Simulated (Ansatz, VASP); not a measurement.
**SnO2: VASP beside Ansatz**

Contents of INCAR:

```
ALGO = Normal
EDIFF = 1E-6
ENCUT = 520
GGA = CA
ISIF = 2
ISMEAR = 0
LASPH = T
LCHARG = T
LELF = T
LREAL = F
LVHAR = T
LWAVE = F
NBANDS = 35
NELM = 80
PREC = Accurate
SIGMA = 0.05
```

The input KPOINTS:

```
k-points
0
Gamma
  6 6 8
```

POSCAR

```
SnO2
1.0
    4.7201335122      0.0000000000      0.0000000000
    0.0000000000      4.7206343096      0.0000000000
    0.0000000000      0.0000000000      3.1888226875
Sn O
2 4
Direct
    0.5043370621      0.5050091299      0.5000000000
   -0.0043459583      0.0050168105      0.0000000000
    0.3488989471      0.2606984855      0.0000000000
    0.8168394674      0.2021060840      0.5000000000
    0.1511340570      0.7607268942      0.5000000000
    0.6831935366      0.7020776753      0.0000000000
```

Input for Ansatz:

```yaml
crystal:
  lattice:
    - [4.7201335122, 0.0, 0.0]
    - [0.0, 4.7206343096, 0.0]
    - [0.0, 0.0, 3.1888226875]
  atoms:
    - { symbol: Sn, position: [0.5043370621, 0.5050091299, 0.5] }
    - { symbol: Sn, position: [-0.0043459583, 0.0050168105, 0.0] }
    - { symbol: O, position: [0.3488989471, 0.2606984855, 0.0] }
    - { symbol: O, position: [0.8168394674, 0.202106084, 0.5] }
    - { symbol: O, position: [0.151134057, 0.7607268942, 0.5] }
    - { symbol: O, position: [0.6831935366, 0.7020776753, 0.0] }
basis:
  ecutwfc: 520.0
kpoints:
  mp_grid: { grid: [6, 6, 8] }
hamiltonian:
  xc: lda
  pseudopotentials: { kind: paw, azcp: { folder: soft_1 } }
scf:
  occupations: { method: gaussian, width: 0.05 }
output:
  forces: true
  stress: true
  eigenvalues: true
```

Change from the starting cell: mode 4 frozen in at +0.179 Å and mode 7 at +0.116 Å (largest displacements).

Alike in both runs: task single point; functional LDA; k mesh 6 × 6 × 8; occupations gaussian, width 0.05 eV; no spin polarisation.

|  | VASP | Ansatz |
| --- | --- | --- |
| version | VASP 6.6.1 | Ansatz 0.2.0 |
| potentials or method | VASP PAW LDA potentials, release 64 (Sn_d, O), cutoff 520 eV | scalar-relativistic, plane waves, PAW |
| valence electrons in the cell | 52 | 52 |

```tsv
	VASP	Ansatz	Ansatz less VASP
gap on the k mesh at the Fermi level (eV)	1.40	1.38	-0.019
least direct gap on the mesh (eV)	1.41	1.40	-0.017
pressure (GPa)	-0.4	-1.7	-1.30
traceless stress, the component that is largest in VASP (GPa)	-1.77	-1.61	+0.166
rms of the force components (eV/Å)	0.370	0.369	-0.0007
```

Ansatz warns that its potentials were made for another functional, while VASP's fit it. LDA's correlation is that of Perdew and Zunger in VASP and of Perdew and Wang (1992) in Ansatz. Atom by atom the forces differ by 0.016 eV/Å (rms over components).
